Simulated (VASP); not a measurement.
# Os (P6_3/mmc) in VASP: single point with RPBE

Aim: the single point of Os with RPBE.

Program: VASP 6.6.1. These are calculated values, not measurements. Logs are shortened: lines on timing, memory, paths and dates and some standing lists are left out, and cuts for length are marked.

## 1. The cell of the first run

The structure is hexagonal, space group P6_3/mmc (No. 194). The conventional cell has a = 2.765 Å, b = 2.765 Å, c = 4.357 Å, α = 90.00°, β = 90.00°, γ = 120.00°. Os (site symmetry -6m2) has 12 Os at 2.70 to 2.77 Å within 3.6 Å.

## 2. Single point, RPBE, non-collinear spin, zero start, spin-orbit coupling

File INCAR:

```
ALGO = Normal
EDIFF = 1E-6
ENCUT = 520
GGA = RP
GGA_COMPAT = False
ISIF = 2
ISMEAR = -1
LASPH = True
LCHARG = False
LMAXMIX = 4
LNONCOLLINEAR = True
LORBIT = 11
LORBMOM = True
LREAL = False
LSORBIT = True
LWAVE = False
MAGMOM = 0 0 0 0 0 0
NBANDS = 28
NELM = 150
PREC = Accurate
SIGMA = 0.1
```

File KPOINTS:

```
k-points
0
Gamma
  13 13 7
```

File POSCAR:

```
Os
1.0
    2.7654675908      0.0000000000      0.0000000000
   -1.3827337954      2.3949651870      0.0000000000
    0.0000000000      0.0000000000      4.3569756451
Os
2
Direct
    0.3333333333      0.6666666667      0.2500000000
    0.6666666667      0.3333333333      0.7500000000
```

Potentials or basis: VASP PAW PBE potentials, release 64 (Os).

Run with:

```
$ cat potpaw_PBE.64/Os/POTCAR > POTCAR
$ mpirun -np 1 vasp_ncl > vasp.out
```

OUTCAR:

```text
EDIFF = 1E-6
   ENCUT = 520
   GGA = RP
   ISIF = 2
   ISMEAR = -1
   LASPH = True
   LNONCOLLINEAR = True
   LORBIT = 11
   LREAL = False
   LSORBIT = True
   NELM = 150
   PREC = Accurate

 ion  position               nearest neighbor table
   1  0.333  0.667  0.250-   2 2.70   2 2.70   2 2.70   2 2.70   2 2.70   2 2.70
   2  0.667  0.333  0.750-   1 2.70   1 2.70   1 2.70   1 2.70   1 2.70   1 2.70

  LATTYP: Found a hexagonal cell.
 ALAT       =     2.7654675908
 C/A-ratio  =     1.5754932944

  Lattice vectors:

 A1 = (   2.7654675908,   0.0000000000,   0.0000000000)
 A2 = (  -1.3827337954,   2.3949651870,   0.0000000000)
 A3 = (   0.0000000000,   0.0000000000,   4.3569756451)

Analysis of symmetry for initial positions (statically):
=====================================================================
 Subroutine PRICEL returns:
 Original cell was already a primitive cell.

 Routine SETGRP: Setting up the symmetry group for a
 hexagonal supercell.

 Subroutine GETGRP returns: Found 24 space group operations
 (whereof 12 operations were pure point group operations)
 out of a pool of 24 trial point group operations.

The static configuration has the point symmetry D_3d.
 The point group associated with its full space group is D_6h.

Analysis of symmetry for dynamics (positions and initial velocities):
=====================================================================
 Subroutine PRICEL returns:
 Original cell was already a primitive cell.

 Routine SETGRP: Setting up the symmetry group for a
 hexagonal supercell.

 Subroutine GETGRP returns: Found 24 space group operations
 (whereof 12 operations were pure point group operations)
 out of a pool of 24 trial point group operations.

The dynamic configuration has the point symmetry D_3d.
 The point group associated with its full space group is D_6h.

Analysis of structural, dynamic, and magnetic symmetry:
=====================================================================
 Subroutine PRICEL returns:
 Original cell was already a primitive cell.

 Routine SETGRP: Setting up the symmetry group for a
 hexagonal supercell.

 Subroutine GETGRP returns: Found 24 space group operations
 (whereof 12 operations were pure point group operations)
 out of a pool of 24 trial point group operations.

The overall configuration has the point symmetry D_3d.
 The point group associated with its full space group is D_6h.

 Subroutine INISYM returns: Found 24 space group operations
 (whereof 12 operations are pure point group operations),
 and found     1 'primitive' translations

----------------------------------------------------------------------------------------

                                     Primitive cell

  volume of cell :      28.8571

  direct lattice vectors                    reciprocal lattice vectors
     2.765467591  0.000000000  0.000000000     0.361602502  0.208771302  0.000000000
    -1.382733795  2.394965187  0.000000000     0.000000000  0.417542604  0.000000000
     0.000000000  0.000000000  4.356975645     0.000000000  0.000000000  0.229517005

  length of vectors
     2.765467591  2.765467591  4.356975645     0.417542604  0.417542604  0.229517005

  position of ions in fractional coordinates (direct lattice)
     0.333333333  0.666666667  0.250000000
     0.666666667  0.333333333  0.750000000

  ion indices of the primitive-cell ions
   primitive index   ion index
                 1           1
                 2           2

----------------------------------------------------------------------------------------

 KPOINTS: k-points

Automatic generation of k-mesh.
 Grid dimensions read from file:
 generate k-points for:   13   13    7

 Generating k-lattice:

  Cartesian coordinates                     Fractional coordinates (reciprocal lattice)
[... 102 lines left out ...]

 number of electron      15.9999999 magnetization       0.0000000     -0.0000000     -0.0000000

 Free energy of the ion-electron system (eV)
  ---------------------------------------------------
  ext. energy  EPLUGINS =         0.00000000
  ---------------------------------------------------
  free energy    TOTEN  =       -21.88283664 eV

  energy without entropy =      -21.83973769  energy(sigma->0) =      -21.86128717

 E-fermi :   9.1797     XC(G=0): -13.8484

 val. band max:        9.1590723773   @ k =   0.3077   0.2308   0.2857
 cond. band min:       9.1844691797   @ k =   0.3077   0.3077   0.2857
 fundamental gap:      0.0253968025
 Fermi energy:         9.1797256492

 k-point     1 :       0.0000    0.0000    0.0000
  band No.  band energies     occupation
      1      -1.5672      1.00000
      2      -1.5672      1.00000
      3       1.5768      1.00000
      4       1.5768      1.00000
      5       5.7372      1.00000
      6       5.7372      1.00000
[... 733 lines left out ...]
     27      24.1974      0.00000
     28      24.1974      0.00000

 [... further k-points ...]

------------------------ aborting loop because EDIFF is reached ----------------------------------------

  FORCE on cell =-STRESS in cart. coord.  units (eV):
  Direction    XX          YY          ZZ          XY          YZ          ZX
  --------------------------------------------------------------------------------------
  -------------------------------------------------------------------------------------
  Total        0.0228351      0.0228351     -0.0419204      0.0000000      0.0000000     -0.0000000
  in kB        1.2678305      1.2678305     -2.3274641      0.0000000      0.0000000     -0.0000000
  external PRESSURE =       0.0693990 kB  Pullay stress =       0.0000000 kB

 VOLUME and BASIS-vectors are now :
 -----------------------------------------------------------------------------
  energy-cutoff  :      520.00
  volume of cell :       28.86
      direct lattice vectors                 reciprocal lattice vectors
     2.765467591  0.000000000  0.000000000     0.361602502  0.208771302  0.000000000
    -1.382733795  2.394965187  0.000000000     0.000000000  0.417542604  0.000000000
     0.000000000  0.000000000  4.356975645     0.000000000  0.000000000  0.229517005

 POSITION                                       TOTAL-FORCE (eV/Angst)
 -----------------------------------------------------------------------------------
     -0.00000      1.59664      1.08924        -0.000000      0.000000     -0.000000
      1.38273      0.79832      3.26773         0.000000     -0.000000      0.000000
 -----------------------------------------------------------------------------------
    total drift:                                0.000000      0.000000     -0.000000

  FREE ENERGIE OF THE ION-ELECTRON SYSTEM (eV)
  ---------------------------------------------------
  free  energy   TOTEN  =       -21.8828366388 eV

  energy  without entropy=      -21.8397376913  energy(sigma->0) =      -21.86128717

 orbital moment (x)

 # of ion     p       d       tot
 ----------------------------------------
  1        -0.000  -0.000  -0.000
  2        -0.000  -0.000  -0.000
 ----------------------------------------
           -0.000  -0.000  -0.000

 orbital moment (y)

 # of ion     p       d       tot
 ----------------------------------------
  1         0.000  -0.000  -0.000
  2        -0.000  -0.000  -0.000
 ----------------------------------------
            0.000  -0.000  -0.000

 orbital moment (z)

 # of ion     p       d       tot
 ----------------------------------------
  1         0.000   0.000   0.000
  2         0.000   0.000   0.000
 ----------------------------------------
            0.000   0.000   0.000

 Spin-Orbit-Coupling matrix elements

 Ion:    1  E_soc:     -0.6647743
 l=   1
     0.0000000    -0.0431651    -0.0417904
    -0.0431651     0.0000000    -0.0431651
    -0.0417904    -0.0431651     0.0000000
 l=   2
     0.0000000    -0.0140711     0.0000000    -0.0140711    -0.0556799
    -0.0140711     0.0000000    -0.0392837    -0.0137351    -0.0140711
     0.0000000    -0.0392837     0.0000000    -0.0392837     0.0000000
    -0.0140711    -0.0137351    -0.0392837     0.0000000    -0.0140711
    -0.0556799    -0.0140711     0.0000000    -0.0140711     0.0000000
 l=   3
     0.0000000     0.0000000     0.0000000     0.0000000     0.0000000     0.0000000     0.0000000
     0.0000000     0.0000000     0.0000000     0.0000000     0.0000000     0.0000000     0.0000000
     0.0000000     0.0000000     0.0000000     0.0000000     0.0000000     0.0000000     0.0000000
     0.0000000     0.0000000     0.0000000     0.0000000     0.0000000     0.0000000     0.0000000
     0.0000000     0.0000000     0.0000000     0.0000000     0.0000000     0.0000000     0.0000000
     0.0000000     0.0000000     0.0000000     0.0000000     0.0000000     0.0000000     0.0000000
     0.0000000     0.0000000     0.0000000     0.0000000     0.0000000     0.0000000     0.0000000

 Ion:    2  E_soc:     -0.6647743
 l=   1
     0.0000000    -0.0431651    -0.0417904
    -0.0431651     0.0000000    -0.0431651
    -0.0417904    -0.0431651     0.0000000
 l=   2
     0.0000000    -0.0140711     0.0000000    -0.0140711    -0.0556799
    -0.0140711     0.0000000    -0.0392837    -0.0137351    -0.0140711
     0.0000000    -0.0392837     0.0000000    -0.0392837     0.0000000
    -0.0140711    -0.0137351    -0.0392837     0.0000000    -0.0140711
    -0.0556799    -0.0140711     0.0000000    -0.0140711     0.0000000
 l=   3
     0.0000000     0.0000000     0.0000000     0.0000000     0.0000000     0.0000000     0.0000000
     0.0000000     0.0000000     0.0000000     0.0000000     0.0000000     0.0000000     0.0000000
     0.0000000     0.0000000     0.0000000     0.0000000     0.0000000     0.0000000     0.0000000
     0.0000000     0.0000000     0.0000000     0.0000000     0.0000000     0.0000000     0.0000000
     0.0000000     0.0000000     0.0000000     0.0000000     0.0000000     0.0000000     0.0000000
     0.0000000     0.0000000     0.0000000     0.0000000     0.0000000     0.0000000     0.0000000
     0.0000000     0.0000000     0.0000000     0.0000000     0.0000000     0.0000000     0.0000000

 total charge

# of ion       s       p       d       tot
------------------------------------------
    1        0.648   0.763   5.953   7.364
    2        0.648   0.763   5.953   7.364
--------------------------------------------------
tot          1.297   1.526  11.906  14.728

 magnetization (x)

# of ion       s       p       d       tot
------------------------------------------
    1        0.000   0.000   0.000   0.000
    2        0.000   0.000   0.000   0.000
--------------------------------------------------
tot          0.000   0.000   0.000   0.000

 magnetization (y)

# of ion       s       p       d       tot
------------------------------------------
    1       -0.000   0.000   0.000   0.000
    2       -0.000   0.000   0.000  -0.000
--------------------------------------------------
tot         -0.000   0.000   0.000   0.000

 magnetization (z)

# of ion       s       p       d       tot
------------------------------------------
    1        0.000   0.000   0.000   0.000
    2        0.000   0.000   0.000   0.000
--------------------------------------------------
tot          0.000   0.000   0.000   0.000
```

Run time: 2.1 min. Hardware: 1 thread of Intel Xeon Platinum 8259CL at 2.50GHz (Skylake/Cascade Lake), shared host; peak memory 0.28 GiB.

Results:

```
Free energy                                           : -21.8828 eV
Pressure                                              : 0.0 GPa
Net moment                                            : 0.00 μB per cell
Valence electrons inside the program's atomic spheres : Os 7.36
```

Stress tensor (GPa, compression positive):
```
 0.13  0.00  0.00
 0.00  0.13  0.00
 0.00  0.00 -0.23
```

Moments on the atoms (μB; x, y, z):
```
Os  0.00 0.00 0.00
Os  0.00 0.00 0.00
```

Caveat: the PAW data sets were made with another functional, which shifts forces and pressure a little.
